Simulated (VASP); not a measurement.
# W (Pbcm) in VASP: notebook

Runs on W. Level: PBEsol. Tasks: single point.

Program: VASP 6.6.1. These are calculated values, not measurements. Logs are shortened: lines on timing, memory, paths and dates and some standing lists are left out, and cuts for length are marked.

### 1 The cell of the first run

It takes space group Pbcm (No. 57, orthorhombic). Conventional cell: a = 2.810 Å, b = 4.864 Å, c = 4.924 Å, α = 90.00°, β = 90.00°, γ = 90.00°. Within 3.6 Å of W (site symmetry m) lie 12 W at 2.70 to 3.06 Å.

### 2 Single point, PBEsol

INCAR

```
PREC = Accurate ; ENCUT = 520
EDIFF = 1E-6 ; ISMEAR = 1
SIGMA = 0.1 ; LREAL = F
LASPH = T ; NELM = 60
ALGO = Normal ; ISIF = 2
LWAVE = F ; LCHARG = T
GGA = PS ; LELF = T
LVHAR = T ; NBANDS = 36
```

KPOINTS

```
regular mesh
0
Gamma
  3 2 2
```

POSCAR

```
W
1.0
    2.8096620000      0.0000000000      0.0000000000
    0.0000000000      4.8638700000      0.0000000000
    0.0000000000      0.0000000000      4.9236950000
W
4
Direct
    0.7931720008      0.5631570005      0.2500000000
    0.2068279992      0.0631570005      0.2500000000
    0.2068279992      0.4368429995      0.7500000000
    0.7931720008      0.9368429995      0.7500000000
```

Potentials or basis: VASP PAW PBE potentials, release 64 (W_sv).

On the command line:

```
cat potpaw_PBE.64/W_sv/POTCAR > POTCAR
mpirun -np 1 vasp_std > vasp.out
```

OUTCAR:

```text
PREC = Accurate
   ENCUT = 520
   EDIFF = 1E-6
   ISMEAR = 1
   LREAL = F
   LASPH = T
   NELM = 60
   ISIF = 2
   GGA = PS

 ion  position               nearest neighbor table
   1  0.793  0.563  0.250-   2 2.70   2 2.70   3 2.79   3 2.79   2 2.94   2 2.94   3 3.03   3 3.03
                             4 3.06   4 3.06
   2  0.207  0.063  0.250-   1 2.70   1 2.70   4 2.79   4 2.79   1 2.94   1 2.94   4 3.03   4 3.03
                             3 3.06   3 3.06
   3  0.207  0.437  0.750-   4 2.70   4 2.70   1 2.79   1 2.79   4 2.94   4 2.94   1 3.03   1 3.03
                             2 3.06   2 3.06
   4  0.793  0.937  0.750-   3 2.70   3 2.70   2 2.79   2 2.79   3 2.94   3 2.94   2 3.03   2 3.03
                             1 3.06   1 3.06

  LATTYP: Found a simple orthorhombic cell.
 ALAT       =     2.8096620000
 B/A-ratio  =     1.7311228183
 C/A-ratio  =     1.7524154151

  Lattice vectors:

 A1 = (   2.8096620000,   0.0000000000,   0.0000000000)
 A2 = (   0.0000000000,   4.8638700000,   0.0000000000)
 A3 = (   0.0000000000,   0.0000000000,   4.9236950000)

Analysis of symmetry for initial positions (statically):
=====================================================================
 Subroutine PRICEL returns:
 Original cell was already a primitive cell.

 Routine SETGRP: Setting up the symmetry group for a
 simple orthorhombic supercell.

 Subroutine GETGRP returns: Found  8 space group operations
 (whereof  2 operations were pure point group operations)
 out of a pool of  8 trial point group operations.

The static configuration has the point symmetry S_2 .
 The point group associated with its full space group is D_2h.

Analysis of symmetry for dynamics (positions and initial velocities):
=====================================================================
 Subroutine PRICEL returns:
 Original cell was already a primitive cell.

 Routine SETGRP: Setting up the symmetry group for a
 simple orthorhombic supercell.

 Subroutine GETGRP returns: Found  8 space group operations
 (whereof  2 operations were pure point group operations)
 out of a pool of  8 trial point group operations.

The dynamic configuration has the point symmetry S_2 .
 The point group associated with its full space group is D_2h.

 Subroutine INISYM returns: Found  8 space group operations
 (whereof  2 operations are pure point group operations),
 and found     1 'primitive' translations

----------------------------------------------------------------------------------------

                                     Primitive cell

  volume of cell :      67.2864

  direct lattice vectors                    reciprocal lattice vectors
     2.809662000  0.000000000  0.000000000     0.355914697  0.000000000  0.000000000
     0.000000000  4.863870000  0.000000000     0.000000000  0.205597600  0.000000000
     0.000000000  0.000000000  4.923695000     0.000000000  0.000000000  0.203099501

  length of vectors
     2.809662000  4.863870000  4.923695000     0.355914697  0.205597600  0.203099501

  position of ions in fractional coordinates (direct lattice)
     0.793172001  0.563157000  0.250000000
     0.206827999  0.063157000  0.250000000
     0.206827999  0.436843000  0.750000000
     0.793172001  0.936843000  0.750000000

  ion indices of the primitive-cell ions
   primitive index   ion index
                 1           1
                 2           2
                 3           3
                 4           4

----------------------------------------------------------------------------------------

 KPOINTS: regular mesh

Automatic generation of k-mesh.
 Grid dimensions read from file:
 generate k-points for:    3    2    2

 Generating k-lattice:

  Cartesian coordinates                     Fractional coordinates (reciprocal lattice)
     0.118638232  0.000000000  0.000000000     0.333333333  0.000000000  0.000000000
     0.000000000  0.102798800  0.000000000     0.000000000  0.500000000  0.000000000
     0.000000000  0.000000000  0.101549751     0.000000000  0.000000000  0.500000000

  Length of vectors
     0.118638232  0.102798800  0.101549751

  Shift w.r.t. Gamma in fractional coordinates (k-lattice)
     0.000000000  0.000000000  0.000000000

 Subroutine IBZKPT returns following result:
 ===========================================

 Found      8 irreducible k-points:

 Following reciprocal coordinates:
            Coordinates               Weight
  0.000000  0.000000  0.000000      1.000000
  0.333333  0.000000  0.000000      2.000000
  0.000000  0.500000  0.000000      1.000000
  0.333333  0.500000  0.000000      2.000000
  0.000000  0.000000  0.500000      1.000000
  0.333333  0.000000  0.500000      2.000000
  0.000000  0.500000  0.500000      1.000000
  0.333333  0.500000  0.500000      2.000000
   k-points           NKPTS =      8   k-points in BZ     NKDIM =      8   number of bands    NBANDS=     36
   number of dos      NEDOS =    301   number of ions     NIONS =      4
   total plane-waves  NPLWV =  34560
   dimension x,y,z NGX =    24 NGY =   36 NGZ =   40
   dimension x,y,z NGXF=    48 NGYF=   72 NGZF=   80
   ions per type =               4
   NGX,Y,Z   is equivalent  to a cutoff of  14.20, 12.30, 13.51 a.u.
   NGXF,Y,Z  is equivalent  to a cutoff of  28.40, 24.61, 27.01 a.u.
 SYSTEM =  unknown system
   PREC   = accura    normal or accurate (medium, high low for compatibility)
   ISTART =      0    job   : 0-new  1-cont  2-samecut
   ICHARG =      2    charge: 1-file 2-atom 10-const
   ISPIN  =      1    spin polarized calculation?
   LNONCOLLINEAR =      F non collinear calculations
   LSORBIT =      F    spin-orbit coupling
   LASPH  =      T    aspherical Exc in radial PAW
   ENCUT  =  520.0 eV  38.22 Ry    6.18 a.u.   5.22  9.04  9.15*2*pi/ulx,y,z
   NELM   =     60;   NELMIN=  2; NELMDL= -5     # of ELM steps
   EDIFF  = 0.1E-05   stopping-criterion for ELM
   LREAL  =      F    real-space projection
   EDIFFG = 0.1E-04   stopping-criterion for IOM
   NSW    =      0    number of steps for IOM
   IBRION =     -1    ionic relax: 0-MD 1-quasi-New 2-CG
   NFREE  =      0    steps in history (QN), initial steepest desc. (CG)
   ISIF   =      2    stress and relaxation
   ISYM   =      2    0-nonsym 1-usesym 2-fastsym
   POTIM  = 0.5000    time-step for ionic-motion
   TEBEG  =    0.0;   TEEND  =   0.0 temperature during run
   PSTRESS=    0.0 pullay stress
   NELECT =      56.0000    total number of electrons
   NUPDOWN=      -1.0000    fix difference up-down
   EMIN   =  10.00;   EMAX   =-10.00  energy-range for DOS
   EFERMI =   0.00;   METHOD = LEGACY
   ISMEAR =     1;   SIGMA  =   0.10  broadening in eV -4-tet -1-fermi 0-gaus
   EFERMI_NEDOS =   21; number of points for ismear=-14 and -15
   IALGO  =     38    algorithm
   IMIX   =      4    mixing-type and parameters
     AMIX     =   0.40;   BMIX     =  1.00
     AMIX_MAG =   1.60;   BMIX_MAG =  1.00
  volume/ion in A,a.u.               =      16.82       113.52
  Fermi-wavevector in a.u.,A,eV,Ry     =   1.539909  2.910006 32.263772  2.371320
  Thomas-Fermi vector in A             =   2.646071
   LORBIT       =      0    0 simple, 1 ext, 2 COOP (PROOUT), +10 PAW based schemes
   GGA     = PS    functional components
   LHFCALC =     F    Hartree Fock is set to
   AEXX    =    0.0000 exact exchange contribution
   IVDW    =     0    specifies the selected vdW correction
   LEPSILON=     F    determine dielectric tensor
   LRPA    =     F    only Hartree local field effects (RPA)
 non-spin polarized calculation
 Methfessel and Paxton  Order N= 1 SIGMA  =   0.10
  energy-cutoff  :      520.00
  volume of cell :       67.29
 maximum number of plane-waves:      1832
 NGX is ok and might be reduce to    24
   NGX = 11   NGY = 19   NGZ = 19

 number of electron      56.0000011 magnetization

 Free energy of the ion-electron system (eV)
  ---------------------------------------------------
  ext. energy  EPLUGINS =         0.00000000
  ---------------------------------------------------
  free energy    TOTEN  =       -52.83421145 eV

  energy without entropy =      -52.83114121  energy(sigma->0) =      -52.83318804

 E-fermi :   9.9806     XC(G=0): -13.4047

 val. band max:        9.9552613089   @ k =   0.0000   0.0000   0.0000
 cond. band min:       9.9957859691   @ k =   0.0000   0.0000   0.5000
 fundamental gap:      0.0405246602
 Fermi energy:         9.9806145964

 k-point     1 :       0.0000    0.0000    0.0000
  band No.  band energies     occupation
      1     -63.7198      2.00000
      2     -63.6429      2.00000
      3     -63.6100      2.00000
      4     -63.5614      2.00000
      5     -28.4696      2.00000
      6     -28.4529      2.00000
[... 28 lines left out ...]
     35      14.2010      0.00000
     36      14.5948      0.00000

 k-point     2 :       0.3333    0.0000    0.0000
  band No.  band energies     occupation
      1     -63.6608      2.00000
      2     -63.6055      2.00000
      3     -63.5834      2.00000
      4     -63.5564      2.00000
      5     -28.2296      2.00000
      6     -28.2245      2.00000
[... 28 lines left out ...]
     35      13.1996      0.00000
     36      13.8325      0.00000

 k-point     3 :       0.0000    0.5000    0.0000
  band No.  band energies     occupation
      1     -63.6659      2.00000
      2     -63.6659      2.00000
      3     -63.6015      2.00000
      4     -63.6015      2.00000
      5     -28.2914      2.00000
      6     -28.2914      2.00000
[... 28 lines left out ...]
     35      12.8777      0.00000
     36      12.8777      0.00000

 k-point     4 :       0.3333    0.5000    0.0000
  band No.  band energies     occupation
      1     -63.6233      2.00000
      2     -63.6233      2.00000
      3     -63.5799      2.00000
      4     -63.5799      2.00000
      5     -28.2368      2.00000
      6     -28.2368      2.00000
[... 28 lines left out ...]
     35      14.4166      0.00000
     36      14.4166      0.00000

 k-point     5 :       0.0000    0.0000    0.5000
  band No.  band energies     occupation
      1     -63.6814      2.00000
      2     -63.6814      2.00000
      3     -63.5858      2.00000
      4     -63.5858      2.00000
      5     -28.4455      2.00000
      6     -28.4455      2.00000
[... 28 lines left out ...]
     35      13.5207      0.00000
     36      13.5207      0.00000

 k-point     6 :       0.3333    0.0000    0.5000
  band No.  band energies     occupation
      1     -63.6332      2.00000
      2     -63.6332      2.00000
      3     -63.5699      2.00000
      4     -63.5699      2.00000
      5     -28.2352      2.00000
      6     -28.2352      2.00000
[... 28 lines left out ...]
     35      14.0632      0.00000
     36      14.0632      0.00000

 k-point     7 :       0.0000    0.5000    0.5000
  band No.  band energies     occupation
      1     -63.6338      2.00000
      2     -63.6338      2.00000
      3     -63.6338      2.00000
      4     -63.6338      2.00000
      5     -28.0457      2.00000
      6     -28.0457      2.00000
[... 28 lines left out ...]
     35      12.7646      0.00000
     36      12.7646      0.00000

 k-point     8 :       0.3333    0.5000    0.5000
  band No.  band energies     occupation
      1     -63.6016      2.00000
      2     -63.6016      2.00000
      3     -63.6016      2.00000
      4     -63.6016      2.00000
      5     -28.2931      2.00000
      6     -28.2931      2.00000
[... 28 lines left out ...]
     35      14.1475      0.00000
     36      14.1475      0.00000

------------------------ aborting loop because EDIFF is reached ----------------------------------------

  FORCE on cell =-STRESS in cart. coord.  units (eV):
  Direction    XX          YY          ZZ          XY          YZ          ZX
  --------------------------------------------------------------------------------------
  -------------------------------------------------------------------------------------
  Total       -3.2758872     -3.0329372     -3.6007804      0.0000000      0.0000000      0.0000000
  in kB      -78.0031854    -72.2182280    -85.7393200      0.0000000      0.0000000      0.0000000
  external PRESSURE =     -78.6535778 kB  Pullay stress =       0.0000000 kB

 VOLUME and BASIS-vectors are now :
 -----------------------------------------------------------------------------
  energy-cutoff  :      520.00
  volume of cell :       67.29
      direct lattice vectors                 reciprocal lattice vectors
     2.809662000  0.000000000  0.000000000     0.355914697  0.000000000  0.000000000
     0.000000000  4.863870000  0.000000000     0.000000000  0.205597600  0.000000000
     0.000000000  0.000000000  4.923695000     0.000000000  0.000000000  0.203099501

 POSITION                                       TOTAL-FORCE (eV/Angst)
 -----------------------------------------------------------------------------------
      2.22855      2.73912      1.23092         0.100795     -0.149227     -0.000000
      0.58112      0.30719      1.23092        -0.100795     -0.149227      0.000000
      0.58112      2.12475      3.69277        -0.100795      0.149227      0.000000
      2.22855      4.55668      3.69277         0.100795      0.149227     -0.000000
 -----------------------------------------------------------------------------------
    total drift:                                0.000000      0.000000      0.000000

  FREE ENERGIE OF THE ION-ELECTRON SYSTEM (eV)
  ---------------------------------------------------
  free  energy   TOTEN  =       -52.8342114451 eV

  energy  without entropy=      -52.8311412149  energy(sigma->0) =      -52.83318804
```

Wall time 14 s (1 thread of Intel Xeon Platinum 8488C (Sapphire Rapids), shared host); peak memory 0.18 GiB.

Results:

- Free energy: -52.8342 eV
- Pressure: -7.9 GPa
- Largest force: 0.180 eV/Å
- Band gap on the k mesh: zero (band 28 reaches 10.45 eV, above the bottom of band 29 at 9.84 eV)

Forces in eV/Å, atoms in the order of the input:
```
W    0.101 -0.149  0.000
W   -0.101 -0.149  0.000
W   -0.101  0.149  0.000
W    0.101  0.149  0.000
```

Levels at points of the mesh, in eV from the Fermi level:
| k point | band 26 | band 27 | band 28 | band 29 | band 30 | band 31 |
| --- | --- | --- | --- | --- | --- | --- |
| (0.00, 0.00, 0.00) | -0.23 | -0.22 | -0.18 | -0.15 | -0.03 | 0.69 |
| (0.00, 0.50, 0.00) | -1.32 | 0.47 | 0.47 | 0.48 | 0.48 | 0.98 |
| (0.00, 0.00, 0.50) | -0.66 | 0.02 | 0.02 | 0.81 | 0.81 | 1.90 |
| (0.00, 0.50, 0.50) | -1.02 | -1.02 | -1.02 | 1.80 | 1.80 | 1.80 |

Caveat: the k points lie up to 0.75 Å⁻¹ apart; the PAW data sets were made with another functional, which shifts forces and pressure a little; spin-orbit coupling is left out, which moves the levels of the heavy elements.

### 3 Single point, PBEsol

INCAR

```
SYSTEM = W
  PREC = Accurate
  ENCUT = 520
  EDIFF = 1E-6
  ISMEAR = 1
  SIGMA = 0.1
  LREAL = .FALSE.
  LASPH = .TRUE.
  NELM = 80
  ALGO = Normal
  ISIF = 2
  LWAVE = .FALSE.
  LCHARG = .FALSE.
  GGA = PS
  NBANDS = 36
```

KPOINTS

```
regular mesh
0
G
  4 3 3
  0 0 0
```

POSCAR is that of step 2.

Potentials or basis: VASP PAW PBE potentials, release 64 (W_sv).

On the command line:

```
cat potpaw_PBE.64/W_sv/POTCAR > POTCAR
mpirun -np 1 vasp_std > vasp.out
```

It took 24 s on 1 thread of Intel Xeon Platinum 8488C (Sapphire Rapids), shared host; peak memory 0.18 GiB.

Results (log left out):

| Item | Value |
| --- | --- |
| Free energy | -53.1606 eV |
| Pressure | -10.7 GPa |
| Largest force | 0.369 eV/Å |
| Band gap on the k mesh | zero (band 28 reaches 10.73 eV, above the bottom of band 29 at 9.85 eV) |

Forces in eV/Å, atoms in the order of the input:
```
W   -0.298 -0.218  0.000
W    0.298 -0.218  0.000
W    0.298  0.218  0.000
W   -0.298  0.218  0.000
```

Stress tensor (GPa, compression positive):
```
-11.64   0.00   0.00
  0.00  -9.48   0.00
  0.00   0.00 -10.93
```

Levels at points of the mesh, in eV from the Fermi level:
| k point | band 26 | band 27 | band 28 | band 29 | band 30 | band 31 |
| --- | --- | --- | --- | --- | --- | --- |
| (0.00, 0.00, 0.00) | -0.38 | -0.36 | -0.35 | -0.29 | -0.14 | 0.52 |
| (0.50, 0.00, 0.00) | -1.74 | -1.26 | -1.08 | 0.11 | 0.19 | 0.54 |

Caveat: the k points lie up to 0.56 Å⁻¹ apart; the PAW data sets were made with another functional, which shifts forces and pressure a little; spin-orbit coupling is left out, which moves the levels of the heavy elements.

### 4 Single point, PBEsol

INCAR

```
PREC = Accurate
ENCUT = 520
EDIFF = 1E-6
ISMEAR = 1
SIGMA = 0.1
LREAL = F
LASPH = T
NELM = 100
ALGO = Normal
ISIF = 2
LWAVE = F
LCHARG = T
GGA = PS
LELF = T
LVHAR = T
NBANDS = 36
```

KPOINTS

```
Automatic mesh
0
Gamma
  5 3 3
```

POSCAR is that of step 3.

On the command line:

```
cat potpaw_PBE.64/W_sv/POTCAR > POTCAR
mpirun -np 1 vasp_std > vasp.out
```

Wall time 24 s (1 thread of Intel Xeon Platinum 8488C (Sapphire Rapids), shared host); peak memory 0.18 GiB.

It converged, with:

```
Free energy            : -52.9469 eV
Pressure               : -9.8 GPa
Largest force          : 0.552 eV/Å
Band gap on the k mesh : zero (band 28 reaches 10.32 eV, above the bottom of band 29 at 9.84 eV)
```

Forces in eV/Å, atoms in the order of the input:
```
W   -0.551 -0.021  0.000
W    0.551 -0.021  0.000
W    0.551  0.021  0.000
W   -0.551  0.021  0.000
```

Stress tensor (GPa, compression positive):
```
 -9.25   0.00   0.00
  0.00 -11.09   0.00
  0.00   0.00  -9.18
```

Levels at points of the mesh, in eV from the Fermi level:
| k point | band 25 | band 26 | band 27 | band 28 | band 29 | band 30 | band 31 | band 32 |
| --- | --- | --- | --- | --- | --- | --- | --- | --- |
| (0.00, 0.00, 0.00) | -0.50 | -0.43 | -0.41 | -0.38 | -0.35 | -0.20 | 0.49 | 1.49 |

Caveat: the k points lie up to 0.45 Å⁻¹ apart; the PAW data sets were made with another functional, which shifts forces and pressure a little; spin-orbit coupling is left out, which moves the levels of the heavy elements.

(Continued in part 2 of 2.)
